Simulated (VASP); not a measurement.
# CuI (v.bB) (F-43m) in VASP: notebook

CuI (v.bB) is run at these levels: PBEsol; tasks: single point.

Everything below comes from runs of VASP 6.6.1. Logs are shortened: lines on timing, memory, paths and dates and some standing lists are left out, and cuts for length are marked.

### 1 The cell of the first run

It takes space group F-43m (No. 216, cubic). The conventional cell has a = 6.000 Å, b = 6.000 Å, c = 6.000 Å, α = 90.00°, β = 90.00°, γ = 90.00°. Cu (site symmetry -43m) has 4 I at 2.60 Å within 3.4 Å. Within 3.4 Å of I (site symmetry -43m) lie 4 Cu at 2.60 Å.

### 2 Single point, PBEsol

Input file INCAR:

```
SYSTEM = CuI
PREC = Accurate ; ENCUT = 600
EDIFF = 1E-6 ; ISMEAR = 0
SIGMA = 0.1 ; LREAL = .False.
LASPH = .True. ; NELM = 120
ALGO = Normal ; ISIF = 2
LWAVE = .False. ; LCHARG = .False.
GGA = PS ; NBANDS = 16
GGA_COMPAT = .False.
```

Input file KPOINTS:

```
regular mesh
0
Gamma
  6 6 6
  0 0 0
```

Input file POSCAR:

```
CuI
1.0
    0.0000000000      3.0000000000      3.0000000000
    3.0000000000      0.0000000000      3.0000000000
    3.0000000000      3.0000000000      0.0000000000
Cu I
1 1
Direct
    0.0000000000      0.0000000000      0.0000000000
    0.2500000000      0.2500000000      0.2500000000
```

Potentials or basis: VASP PAW PBE potentials, release 64 (Cu, I).

Run with:

```console
cat potpaw_PBE.64/Cu/POTCAR potpaw_PBE.64/I/POTCAR > POTCAR
mpirun -np 1 vasp_std > vasp.out
```

OUTCAR:

```text
SYSTEM = CuI
   PREC = Accurate
   ENCUT = 600
   EDIFF = 1E-6
   ISMEAR = 0
   LREAL = .False.
   LASPH = .True.
   NELM = 120
   ISIF = 2
   GGA = PS

 ion  position               nearest neighbor table
   1  0.000  0.000  0.000-   2 2.60   2 2.60   2 2.60   2 2.60
   2  0.250  0.250  0.250-   1 2.60   1 2.60   1 2.60   1 2.60

  LATTYP: Found a face centered cubic cell.
 ALAT       =     6.0000000000

  Lattice vectors:

 A1 = (   0.0000000000,   3.0000000000,   3.0000000000)
 A2 = (   3.0000000000,   0.0000000000,   3.0000000000)
 A3 = (   3.0000000000,   3.0000000000,   0.0000000000)

Analysis of symmetry for initial positions (statically):
=====================================================================
 Subroutine PRICEL returns:
 Original cell was already a primitive cell.

 Routine SETGRP: Setting up the symmetry group for a
 face centered cubic supercell.

 Subroutine GETGRP returns: Found 24 space group operations
 (whereof 24 operations were pure point group operations)
 out of a pool of 48 trial point group operations.

The static configuration has the point symmetry T_d .

Analysis of symmetry for dynamics (positions and initial velocities):
=====================================================================
 Subroutine PRICEL returns:
 Original cell was already a primitive cell.

 Routine SETGRP: Setting up the symmetry group for a
 face centered cubic supercell.

 Subroutine GETGRP returns: Found 24 space group operations
 (whereof 24 operations were pure point group operations)
 out of a pool of 48 trial point group operations.

The dynamic configuration has the point symmetry T_d .

 Subroutine INISYM returns: Found 24 space group operations
 (whereof 24 operations are pure point group operations),
 and found     1 'primitive' translations

----------------------------------------------------------------------------------------

                                     Primitive cell

  volume of cell :      54.0000

  direct lattice vectors                    reciprocal lattice vectors
     0.000000000  3.000000000  3.000000000    -0.166666667  0.166666667  0.166666667
     3.000000000  0.000000000  3.000000000     0.166666667 -0.166666667  0.166666667
     3.000000000  3.000000000  0.000000000     0.166666667  0.166666667 -0.166666667

  length of vectors
     4.242640687  4.242640687  4.242640687     0.288675135  0.288675135  0.288675135

  position of ions in fractional coordinates (direct lattice)
     0.000000000  0.000000000  0.000000000
     0.250000000  0.250000000  0.250000000

  ion indices of the primitive-cell ions
   primitive index   ion index
                 1           1
                 2           2

----------------------------------------------------------------------------------------

 KPOINTS: regular mesh

Automatic generation of k-mesh.
 Grid dimensions read from file:
 generate k-points for:    6    6    6

 Generating k-lattice:

  Cartesian coordinates                     Fractional coordinates (reciprocal lattice)
    -0.027777778  0.027777778  0.027777778     0.166666667  0.000000000  0.000000000
     0.027777778 -0.027777778  0.027777778     0.000000000  0.166666667  0.000000000
     0.027777778  0.027777778 -0.027777778     0.000000000  0.000000000  0.166666667

  Length of vectors
     0.048112522  0.048112522  0.048112522

  Shift w.r.t. Gamma in fractional coordinates (k-lattice)
     0.000000000  0.000000000  0.000000000

 Subroutine IBZKPT returns following result:
 ===========================================

 Found     16 irreducible k-points:

 Following reciprocal coordinates:
            Coordinates               Weight
  0.000000  0.000000  0.000000      1.000000
  0.166667  0.000000  0.000000      8.000000
  0.333333  0.000000  0.000000      8.000000
  0.500000  0.000000  0.000000      4.000000
  0.166667  0.166667  0.000000      6.000000
  0.333333  0.166667  0.000000     24.000000
[... 8 lines left out ...]
 -0.333333  0.333333  0.166667     24.000000
 -0.333333  0.500000  0.166667     12.000000
   k-points           NKPTS =     16   k-points in BZ     NKDIM =     16   number of bands    NBANDS=     16
   number of dos      NEDOS =    301   number of ions     NIONS =      2
   total plane-waves  NPLWV =  46656
   dimension x,y,z NGX =    36 NGY =   36 NGZ =   36
   dimension x,y,z NGXF=    72 NGYF=   72 NGZF=   72
   ions per type =               1   1
   NGX,Y,Z   is equivalent  to a cutoff of  14.11, 14.11, 14.11 a.u.
   NGXF,Y,Z  is equivalent  to a cutoff of  28.21, 28.21, 28.21 a.u.
 SYSTEM =  CuI
   PREC   = accura    normal or accurate (medium, high low for compatibility)
   ISTART =      0    job   : 0-new  1-cont  2-samecut
   ICHARG =      2    charge: 1-file 2-atom 10-const
   ISPIN  =      1    spin polarized calculation?
   LNONCOLLINEAR =      F non collinear calculations
   LSORBIT =      F    spin-orbit coupling
   LASPH  =      T    aspherical Exc in radial PAW
   ENCUT  =  600.0 eV  44.10 Ry    6.64 a.u.   8.47  8.47  8.47*2*pi/ulx,y,z
   NELM   =    120;   NELMIN=  2; NELMDL= -5     # of ELM steps
   EDIFF  = 0.1E-05   stopping-criterion for ELM
   LREAL  =      F    real-space projection
   EDIFFG = 0.1E-04   stopping-criterion for IOM
   NSW    =      0    number of steps for IOM
   IBRION =     -1    ionic relax: 0-MD 1-quasi-New 2-CG
   NFREE  =      0    steps in history (QN), initial steepest desc. (CG)
   ISIF   =      2    stress and relaxation
   ISYM   =      2    0-nonsym 1-usesym 2-fastsym
   POTIM  = 0.5000    time-step for ionic-motion
   TEBEG  =    0.0;   TEEND  =   0.0 temperature during run
   PSTRESS=    0.0 pullay stress
   NELECT =      18.0000    total number of electrons
   NUPDOWN=      -1.0000    fix difference up-down
   EMIN   =  10.00;   EMAX   =-10.00  energy-range for DOS
   EFERMI =   0.00;   METHOD = LEGACY
   ISMEAR =     0;   SIGMA  =   0.10  broadening in eV -4-tet -1-fermi 0-gaus
   EFERMI_NEDOS =   21; number of points for ismear=-14 and -15
   IALGO  =     38    algorithm
   IMIX   =      4    mixing-type and parameters
     AMIX     =   0.40;   BMIX     =  1.00
     AMIX_MAG =   1.60;   BMIX_MAG =  1.00
  volume/ion in A,a.u.               =      27.00       182.20
  Fermi-wavevector in a.u.,A,eV,Ry     =   1.135101  2.145029 17.530477  1.288454
  Thomas-Fermi vector in A             =   2.271805
   LORBIT       =      0    0 simple, 1 ext, 2 COOP (PROOUT), +10 PAW based schemes
   GGA     = PS    functional components
   LHFCALC =     F    Hartree Fock is set to
   AEXX    =    0.0000 exact exchange contribution
   IVDW    =     0    specifies the selected vdW correction
   LEPSILON=     F    determine dielectric tensor
   LRPA    =     F    only Hartree local field effects (RPA)
 non-spin polarized calculation
 Gauss-broadening in eV      SIGMA  =   0.10
  energy-cutoff  :      600.00
  volume of cell :       54.00
 maximum number of plane-waves:      1820
 NGX is ok and might be reduce to    36
   NGX = 17   NGY = 17   NGZ = 17

 number of electron      17.9999994 magnetization

 Free energy of the ion-electron system (eV)
  ---------------------------------------------------
  ext. energy  EPLUGINS =         0.00000000
  ---------------------------------------------------
  free energy    TOTEN  =        -6.31204830 eV

  energy without entropy =       -6.31204830  energy(sigma->0) =       -6.31204830

 E-fermi :   5.0896     XC(G=0):  -9.2842

 val. band max:        4.6263062587   @ k =   0.0000   0.0000   0.0000
 cond. band min:       5.7377167793   @ k =   0.0000   0.0000   0.0000
 fundamental gap:      1.1114105206
 Fermi energy:         5.0895981127

 k-point     1 :       0.0000    0.0000    0.0000
  band No.  band energies     occupation
      1      -9.5672      2.00000
      2       0.8371      2.00000
      3       0.8371      2.00000
      4       0.8371      2.00000
      5       2.6175      2.00000
      6       2.6175      2.00000
[... 8 lines left out ...]
     15      14.2592      0.00000
     16      14.2592      0.00000

 k-point     2 :       0.1667    0.0000    0.0000
  band No.  band energies     occupation
      1      -9.4315      2.00000
      2       0.3228      2.00000
      3       0.8491      2.00000
      4       0.8491      2.00000
      5       2.6077      2.00000
      6       2.6077      2.00000
[... 8 lines left out ...]
     15      13.3454      0.00000
     16      13.6694      0.00000

 k-point     3 :       0.3333    0.0000    0.0000
  band No.  band energies     occupation
      1      -9.1318      2.00000
      2      -0.6860      2.00000
      3       0.8653      2.00000
      4       0.8653      2.00000
      5       2.6187      2.00000
      6       2.6187      2.00000
[... 8 lines left out ...]
     15      13.8510      0.00000
     16      13.8510      0.00000

 k-point     4 :       0.5000    0.0000    0.0000
  band No.  band energies     occupation
      1      -8.9641      2.00000
      2      -1.1776      2.00000
      3       0.8689      2.00000
      4       0.8689      2.00000
      5       2.6465      2.00000
      6       2.6465      2.00000
[... 8 lines left out ...]
     15      15.5669      0.00000
     16      15.5669      0.00000
[... 172 lines left out ...]
 k-point    14 :       0.5000    0.3333    0.1667
  band No.  band energies     occupation
      1      -8.9243      2.00000
      2      -0.6992      2.00000
      3       0.3470      2.00000
      4       0.8042      2.00000
      5       2.5502      2.00000
      6       2.6347      2.00000
[... 8 lines left out ...]
     15      15.6253      0.00000
     16      16.7984      0.00000

 k-point    15 :      -0.3333    0.3333    0.1667
  band No.  band energies     occupation
      1      -8.8095      2.00000
      2      -0.7492      2.00000
      3       0.0351      2.00000
      4       0.7648      2.00000
      5       2.5166      2.00000
      6       2.6172      2.00000
[... 8 lines left out ...]
     15      15.7840      0.00000
     16      16.5352      0.00000

 k-point    16 :      -0.3333    0.5000    0.1667
  band No.  band energies     occupation
      1      -8.7558      2.00000
      2      -0.8497      2.00000
      3       0.1858      2.00000
      4       0.6721      2.00000
      5       2.5592      2.00000
      6       2.5693      2.00000
[... 8 lines left out ...]
     15      16.2760      0.00000
     16      16.7219      0.00000

------------------------ aborting loop because EDIFF is reached ----------------------------------------

  FORCE on cell =-STRESS in cart. coord.  units (eV):
  Direction    XX          YY          ZZ          XY          YZ          ZX
  --------------------------------------------------------------------------------------
  -------------------------------------------------------------------------------------
  Total       -0.3044885     -0.3044885     -0.3044885      0.0000000     -0.0000000      0.0000000
  in kB       -9.0341591     -9.0341591     -9.0341591      0.0000000     -0.0000000      0.0000000
  external PRESSURE =      -9.0341591 kB  Pullay stress =       0.0000000 kB

 VOLUME and BASIS-vectors are now :
 -----------------------------------------------------------------------------
  energy-cutoff  :      600.00
  volume of cell :       54.00
      direct lattice vectors                 reciprocal lattice vectors
     0.000000000  3.000000000  3.000000000    -0.166666667  0.166666667  0.166666667
     3.000000000  0.000000000  3.000000000     0.166666667 -0.166666667  0.166666667
     3.000000000  3.000000000  0.000000000     0.166666667  0.166666667 -0.166666667

 POSITION                                       TOTAL-FORCE (eV/Angst)
 -----------------------------------------------------------------------------------
      0.00000      0.00000      0.00000        -0.000000      0.000000     -0.000000
      1.50000      1.50000      1.50000         0.000000     -0.000000      0.000000
 -----------------------------------------------------------------------------------
    total drift:                               -0.000000     -0.000000     -0.000000

  FREE ENERGIE OF THE ION-ELECTRON SYSTEM (eV)
  ---------------------------------------------------
  free  energy   TOTEN  =        -6.3120483035 eV

  energy  without entropy=       -6.3120483035  energy(sigma->0) =       -6.31204830
```

Wall time 24 s (1 thread of AMD EPYC 7R43 (Zen 3), shared host); peak memory 0.17 GiB.

What came out:

- Free energy: -6.3120 eV
- Pressure: -0.9 GPa
- Band gap on the k mesh: 1.11 eV, direct

Levels at points of the mesh, in eV from the valence-band top:
```tsv
k point	band 7	band 8	band 9	band 10	band 11	band 12
(0.00, 0.00, 0.00)	0.00	0.00	0.00	1.11	4.79	4.79
(0.50, 0.00, 0.00)	-1.93	-0.77	-0.77	2.11	5.34	5.34
(0.50, 0.50, 0.00)	-1.92	-1.63	-1.63	2.54	2.83	9.29
```

Caveat: the PAW data sets were made with another functional, which shifts forces and pressure a little; spin-orbit coupling is left out, which moves the levels of the heavy elements.

### 3 Single point, PBEsol

This run uses another cell than the first one, of 26.18 Å³/atom, 0.970 times its volume.

Input file INCAR:

```
ALGO = Normal
EDIFF = 1E-6
ENCUT = 600
GGA = PS
GGA_COMPAT = False
ISIF = 2
ISMEAR = 0
LASPH = True
LCHARG = False
LREAL = False
LWAVE = False
NBANDS = 16
NELM = 120
PREC = Accurate
SIGMA = 0.02
```

Input file KPOINTS:

```
k-points
0
Gamma
  8 8 8
```

Input file POSCAR:

```
CuI
1.0
    0.0000000000      2.9693172274      2.9693172274
    2.9693172274      0.0000000000      2.9693172274
    2.9693172274      2.9693172274      0.0000000000
Cu I
1 1
Direct
    0.0000000000      0.0000000000      0.0000000000
    0.2500000000      0.2500000000      0.2500000000
```

Potentials or basis: VASP PAW PBE potentials, release 64 (Cu, I).

Run with:

```console
cat potpaw_PBE.64/Cu/POTCAR potpaw_PBE.64/I/POTCAR > POTCAR
mpirun -np 1 vasp_std > vasp.out
```

It took 34 s on 1 thread of AMD EPYC 7R43 (Zen 3), shared host; peak memory 0.18 GiB.

It converged, with:

- Free energy: -6.3206 eV
- Pressure: 0.5 GPa
- Band gap on the k mesh: 1.20 eV, direct

Levels at points of the mesh, in eV from the valence-band top:
```tsv
k point	band 5	band 6	band 7	band 8	band 9	band 10	band 11	band 12	band 13	band 14
(0.00, 0.00, 0.00)	-2.15	-2.15	0.00	0.00	0.00	1.20	4.76	4.76	4.76	8.12
(0.50, 0.00, 0.00)	-2.12	-2.12	-2.07	-0.82	-0.82	2.13	5.31	5.31	7.33	9.27
(0.50, 0.50, 0.00)	-2.19	-2.08	-2.05	-1.75	-1.75	2.48	2.81	9.52	10.04	10.04
```

Caveat: the PAW data sets were made with another functional, which shifts forces and pressure a little; spin-orbit coupling is left out, which moves the levels of the heavy elements. As with any semilocal functional, this PBEsol gap is likely too small.

(Part 1 of 2 ends here.)
